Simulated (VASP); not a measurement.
## ScOs2: single point with PBE

The system is ScOs2.

```
Sc Os
1.0
     4.29408   -0.22517    1.45257
     0.84469    4.70871    0.13821
    -0.08191   -0.10629    5.23849
Sc Os
2 4
Direct
  0.12257 0.72897 0.10162
  0.45457 0.64137 0.50107
  0.90895 0.94003 0.71671
  0.76497 0.45337 0.86529
  0.55774 0.09469 0.19394
  0.98935 0.24625 0.35264
```

- Program: VASP 6.6.1
- Task: single point
- Functional: PBE
- Potentials or basis: VASP PAW PBE potentials, release 64 (Sc_sv, Os)
- Cutoff: 520 eV
- k mesh: 3 × 3 × 3
- Occupations: fermi-dirac, width 0.1 eV
- Spin: no spin polarisation
- Dipole correction: no
- Further INCAR settings: ALGO = Normal; EDIFF = 1e-07; NBANDS = 36

```
Pressure               : 9.3 GPa
Largest force          : 2.287 eV/Å
Band gap on the k mesh : zero (band 27 reaches 6.14 eV, above the bottom of band 28 at 5.78 eV)
```

Forces in eV/Å, atoms in the order of the input:
```
Sc   1.106 -0.503 -0.113
Sc   0.189 -0.670  0.626
Os  -1.883 -1.285  0.183
Os   0.894  1.184 -0.120
Os  -0.444  0.493 -0.247
Os   0.138  0.782 -0.329
```

Stress tensor (GPa, compression positive):
```
 6.66 -0.30 -1.41
-0.30  7.17 -5.42
-1.41 -5.42 14.18
```

Levels at points of the mesh, in eV from the Fermi level:
| k point | band 24 | band 25 | band 26 | band 27 | band 28 | band 29 | band 30 | band 31 |
| --- | --- | --- | --- | --- | --- | --- | --- | --- |
| (0.00, 0.00, 0.00) | -1.36 | -0.91 | -0.77 | -0.57 | -0.08 | 0.41 | 1.05 | 1.34 |

Run time: 63 s on 1 thread of Intel(R) Xeon(R) Platinum 8488C (Sapphire Rapids), with other jobs on the host, peak memory 0.23 GiB.

Caveat: the k points lie up to 0.49 Å⁻¹ apart; spin-orbit coupling is left out, which moves the levels of the heavy elements.
